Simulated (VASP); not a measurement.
# KCl in VASP: a series of runs

The runs below take KCl through single point, with PBE, PBEsol.

Everything below comes from runs of VASP 6.6.1. Logs are shortened: lines on timing, memory, paths and dates and some standing lists are left out, and cuts for length are marked.

**1. The cell of the first run**

The structure is cubic, space group Pm-3m (No. 221). Conventional cell: a = 3.634 Å, b = 3.634 Å, c = 3.634 Å, α = 90.00°, β = 90.00°, γ = 90.00°. K (site symmetry m-3m) has 8 Cl at 3.15 Å and 6 K at 3.63 Å within 4.1 Å. Within 4.1 Å of Cl (site symmetry m-3m) lie 8 K at 3.15 Å and 6 Cl at 3.63 Å.

**2. Single point, PBE**

INCAR

```
  ALGO = Normal
  EDIFF = 1E-6
  ENCUT = 520
  GGA = PE
  ISIF = 2
  ISMEAR = -1
  LASPH = True
  LCHARG = True
  LELF = True
  LREAL = False
  LVHAR = True
  LWAVE = False
  NBANDS = 15
  NELM = 100
  PREC = Accurate
  SIGMA = 0.01
```

KPOINTS

```
k-points
0
Gamma
  7 7 7
```

POSCAR

```
KCl
1.0
    3.6340000000      0.0000000000      0.0000000000
    0.0000000000      3.6340000000      0.0000000000
    0.0000000000      0.0000000000      3.6340000000
K Cl
1 1
Direct
    0.0000000000      0.0000000000      0.0000000000
    0.5000000000      0.5000000000      0.5000000000
```

Potentials or basis: VASP PAW PBE potentials, release 64 (K_sv, Cl).

Started as:

```console
> cat potpaw_PBE.64/K_sv/POTCAR potpaw_PBE.64/Cl/POTCAR > POTCAR
> mpirun -np 1 vasp_std > vasp.out
```

OUTCAR:

```text
EDIFF = 1E-6
   ENCUT = 520
   GGA = PE
   ISIF = 2
   ISMEAR = -1
   LASPH = True
   LREAL = False
   NELM = 100
   PREC = Accurate

 ion  position               nearest neighbor table
   1  0.000  0.000  0.000-   2 3.15   2 3.15   2 3.15   2 3.15   2 3.15   2 3.15   2 3.15   2 3.15

   2  0.500  0.500  0.500-   1 3.15   1 3.15   1 3.15   1 3.15   1 3.15   1 3.15   1 3.15   1 3.15

  LATTYP: Found a simple cubic cell.
 ALAT       =     3.6340000000

  Lattice vectors:

 A1 = (   3.6340000000,   0.0000000000,   0.0000000000)
 A2 = (   0.0000000000,   3.6340000000,   0.0000000000)
 A3 = (   0.0000000000,   0.0000000000,   3.6340000000)

Analysis of symmetry for initial positions (statically):
=====================================================================
 Subroutine PRICEL returns:
 Original cell was already a primitive cell.

 Routine SETGRP: Setting up the symmetry group for a
 simple cubic supercell.

 Subroutine GETGRP returns: Found 48 space group operations
 (whereof 48 operations were pure point group operations)
 out of a pool of 48 trial point group operations.

The static configuration has the point symmetry O_h .

Analysis of symmetry for dynamics (positions and initial velocities):
=====================================================================
 Subroutine PRICEL returns:
 Original cell was already a primitive cell.

 Routine SETGRP: Setting up the symmetry group for a
 simple cubic supercell.

 Subroutine GETGRP returns: Found 48 space group operations
 (whereof 48 operations were pure point group operations)
 out of a pool of 48 trial point group operations.

The dynamic configuration has the point symmetry O_h .

 Subroutine INISYM returns: Found 48 space group operations
 (whereof 48 operations are pure point group operations),
 and found     1 'primitive' translations

----------------------------------------------------------------------------------------

                                     Primitive cell

  volume of cell :      47.9904

  direct lattice vectors                    reciprocal lattice vectors
     3.634000000  0.000000000  0.000000000     0.275178866  0.000000000  0.000000000
     0.000000000  3.634000000  0.000000000     0.000000000  0.275178866  0.000000000
     0.000000000  0.000000000  3.634000000     0.000000000  0.000000000  0.275178866

  length of vectors
     3.634000000  3.634000000  3.634000000     0.275178866  0.275178866  0.275178866

  position of ions in fractional coordinates (direct lattice)
     0.000000000  0.000000000  0.000000000
     0.500000000  0.500000000  0.500000000

  ion indices of the primitive-cell ions
   primitive index   ion index
                 1           1
                 2           2

----------------------------------------------------------------------------------------

 KPOINTS: k-points

Automatic generation of k-mesh.
 Grid dimensions read from file:
 generate k-points for:    7    7    7

 Generating k-lattice:

  Cartesian coordinates                     Fractional coordinates (reciprocal lattice)
     0.039311267  0.000000000  0.000000000     0.142857143  0.000000000  0.000000000
     0.000000000  0.039311267  0.000000000     0.000000000  0.142857143  0.000000000
     0.000000000  0.000000000  0.039311267     0.000000000  0.000000000  0.142857143

  Length of vectors
     0.039311267  0.039311267  0.039311267

  Shift w.r.t. Gamma in fractional coordinates (k-lattice)
     0.000000000  0.000000000  0.000000000

 Subroutine IBZKPT returns following result:
 ===========================================

 Found     20 irreducible k-points:

 Following reciprocal coordinates:
            Coordinates               Weight
  0.000000  0.000000  0.000000      1.000000
  0.142857  0.000000  0.000000      6.000000
  0.285714  0.000000  0.000000      6.000000
  0.428571  0.000000  0.000000      6.000000
  0.142857  0.142857  0.000000     12.000000
  0.285714  0.142857  0.000000     24.000000
[... 12 lines left out ...]
  0.428571  0.428571  0.285714     24.000000
  0.428571  0.428571  0.428571      8.000000
   k-points           NKPTS =     20   k-points in BZ     NKDIM =     20   number of bands    NBANDS=     15
   number of dos      NEDOS =    301   number of ions     NIONS =      2
   total plane-waves  NPLWV =  21952
   dimension x,y,z NGX =    28 NGY =   28 NGZ =   28
   dimension x,y,z NGXF=    56 NGYF=   56 NGZF=   56
   ions per type =               1   1
   NGX,Y,Z   is equivalent  to a cutoff of  12.81, 12.81, 12.81 a.u.
   NGXF,Y,Z  is equivalent  to a cutoff of  25.62, 25.62, 25.62 a.u.
 SYSTEM =  unknown system
   PREC   = accura    normal or accurate (medium, high low for compatibility)
   ISTART =      0    job   : 0-new  1-cont  2-samecut
   ICHARG =      2    charge: 1-file 2-atom 10-const
   ISPIN  =      1    spin polarized calculation?
   LNONCOLLINEAR =      F non collinear calculations
   LSORBIT =      F    spin-orbit coupling
   LASPH  =      T    aspherical Exc in radial PAW
   ENCUT  =  520.0 eV  38.22 Ry    6.18 a.u.   6.76  6.76  6.76*2*pi/ulx,y,z
   NELM   =    100;   NELMIN=  2; NELMDL= -5     # of ELM steps
   EDIFF  = 0.1E-05   stopping-criterion for ELM
   LREAL  =      F    real-space projection
[... 7 lines left out ...]
   TEBEG  =    0.0;   TEEND  =   0.0 temperature during run
   PSTRESS=    0.0 pullay stress
   NELECT =      16.0000    total number of electrons
   NUPDOWN=      -1.0000    fix difference up-down
   EMIN   =  10.00;   EMAX   =-10.00  energy-range for DOS
   EFERMI =   0.00;   METHOD = LEGACY
   ISMEAR =    -1;   SIGMA  =   0.01  broadening in eV -4-tet -1-fermi 0-gaus
   EFERMI_NEDOS =   21; number of points for ismear=-14 and -15
   IALGO  =     38    algorithm
   IMIX   =      4    mixing-type and parameters
     AMIX     =   0.40;   BMIX     =  1.00
     AMIX_MAG =   1.60;   BMIX_MAG =  1.00
  volume/ion in A,a.u.               =      24.00       161.93
  Fermi-wavevector in a.u.,A,eV,Ry     =   1.135176  2.145172 17.532804  1.288625
  Thomas-Fermi vector in A             =   2.271881
   LORBIT       =      0    0 simple, 1 ext, 2 COOP (PROOUT), +10 PAW based schemes
   GGA     = PE    functional components
   LHFCALC =     F    Hartree Fock is set to
   AEXX    =    0.0000 exact exchange contribution
   IVDW    =     0    specifies the selected vdW correction
   LEPSILON=     F    determine dielectric tensor
   LRPA    =     F    only Hartree local field effects (RPA)
 non-spin polarized calculation
  energy-cutoff  :      520.00
  volume of cell :       47.99
 maximum number of plane-waves:      1309
 NGX is ok and might be reduce to    28
   NGX = 13   NGY = 13   NGZ = 13

 number of electron      16.0000000 magnetization

 Free energy of the ion-electron system (eV)
  ---------------------------------------------------
  ext. energy  EPLUGINS =         0.00000000
  ---------------------------------------------------
  free energy    TOTEN  =        -6.55009454 eV

  energy without entropy =       -6.55009454  energy(sigma->0) =       -6.55009454

 E-fermi :   0.2490     XC(G=0):  -8.8092

 val. band max:        0.0367767855   @ k =   0.4286   0.4286   0.0000
 cond. band min:       5.6476848943   @ k =   0.0000   0.0000   0.0000
 fundamental gap:      5.6109081088
 Fermi energy:         0.2490419692

 k-point     1 :       0.0000    0.0000    0.0000
  band No.  band energies     occupation
      1     -27.7495      2.00000
      2     -12.8486      2.00000
      3     -11.0954      2.00000
      4     -11.0954      2.00000
      5     -11.0954      2.00000
      6      -0.1643      2.00000
      7      -0.1643      2.00000
      8      -0.1643      2.00000
      9       5.6477      0.00000
     10       6.4373      0.00000
     11       6.4373      0.00000
     12      11.1314      0.00000
     13      11.1314      0.00000
     14      11.1314      0.00000
     15      14.3245      0.00000

 k-point     2 :       0.1429    0.0000    0.0000
  band No.  band energies     occupation
      1     -27.7422      2.00000
      2     -12.8918      2.00000
      3     -11.0849      2.00000
      4     -11.0849      2.00000
      5     -11.0643      2.00000
      6      -0.6411      2.00000
      7      -0.1756      2.00000
      8      -0.1756      2.00000
      9       6.1657      0.00000
     10       6.6277      0.00000
     11       6.9885      0.00000
     12      11.0618      0.00000
     13      11.0618      0.00000
     14      11.2488      0.00000
     15      13.4561      0.00000

 k-point     3 :       0.2857    0.0000    0.0000
  band No.  band energies     occupation
      1     -27.7258      2.00000
      2     -12.9929      2.00000
      3     -11.0612      2.00000
      4     -11.0612      2.00000
      5     -10.9819      2.00000
      6      -1.5066      2.00000
      7      -0.2025      2.00000
      8      -0.2025      2.00000
      9       7.1709      0.00000
     10       7.2680      0.00000
     11       8.2541      0.00000
     12      11.0065      0.00000
     13      11.0065      0.00000
     14      11.5496      0.00000
     15      11.8370      0.00000
[... 271 lines left out ...]
 k-point    19 :       0.4286    0.4286    0.2857
  band No.  band energies     occupation
      1     -27.6595      2.00000
      2     -12.3840      2.00000
      3     -11.3870      2.00000
      4     -11.3509      2.00000
      5     -11.2312      2.00000
      6      -1.5144      2.00000
      7      -1.5081      2.00000
      8      -1.0686      2.00000
      9       7.9643      0.00000
     10       8.9819      0.00000
     11       9.1460      0.00000
     12       9.8101      0.00000
     13      11.1991      0.00000
     14      11.2446      0.00000
     15      13.3594      0.00000

 k-point    20 :       0.4286    0.4286    0.4286
  band No.  band energies     occupation
      1     -27.6484      2.00000
      2     -12.2817      2.00000
      3     -11.3531      2.00000
      4     -11.3521      2.00000
      5     -11.3521      2.00000
      6      -1.6038      2.00000
      7      -1.6038      2.00000
      8      -1.5369      2.00000
      9       8.8949      0.00000
     10       9.2572      0.00000
     11       9.2572      0.00000
     12      10.7178      0.00000
     13      10.7484      0.00000
     14      10.7484      0.00000
     15      13.2589      0.00000

------------------------ aborting loop because EDIFF is reached ----------------------------------------

  FORCE on cell =-STRESS in cart. coord.  units (eV):
  Direction    XX          YY          ZZ          XY          YZ          ZX
  --------------------------------------------------------------------------------------
  -------------------------------------------------------------------------------------
  Total        1.3575322      1.3575322      1.3575322     -0.0000000     -0.0000000      0.0000000
  in kB       45.3216738     45.3216738     45.3216738     -0.0000000     -0.0000000      0.0000000
  external PRESSURE =      45.3216738 kB  Pullay stress =       0.0000000 kB

 VOLUME and BASIS-vectors are now :
 -----------------------------------------------------------------------------
  energy-cutoff  :      520.00
  volume of cell :       47.99
      direct lattice vectors                 reciprocal lattice vectors
     3.634000000  0.000000000  0.000000000     0.275178866  0.000000000  0.000000000
     0.000000000  3.634000000  0.000000000     0.000000000  0.275178866  0.000000000
     0.000000000  0.000000000  3.634000000     0.000000000  0.000000000  0.275178866

 POSITION                                       TOTAL-FORCE (eV/Angst)
 -----------------------------------------------------------------------------------
      0.00000      0.00000      0.00000         0.000000      0.000000      0.000000
      1.81700      1.81700      1.81700         0.000000      0.000000      0.000000
 -----------------------------------------------------------------------------------
    total drift:                               -0.000000      0.000000      0.000000

  FREE ENERGIE OF THE ION-ELECTRON SYSTEM (eV)
  ---------------------------------------------------
  free  energy   TOTEN  =        -6.5500945409 eV

  energy  without entropy=       -6.5500945409  energy(sigma->0) =       -6.55009454
```

Run time: 15 s. Hardware: 1 thread of Intel Xeon Platinum 8375C at 2.90GHz (Ice Lake), shared host; peak memory 0.15 GiB.

Results:

```yaml
Free_energy: -6.5501 eV
Pressure: 4.5 GPa
Band_gap_on_the_k_mesh: 5.61 eV, indirect (least direct gap 5.81 eV)
```

A k mesh can miss the band edges.

[end of part 1 of 2]
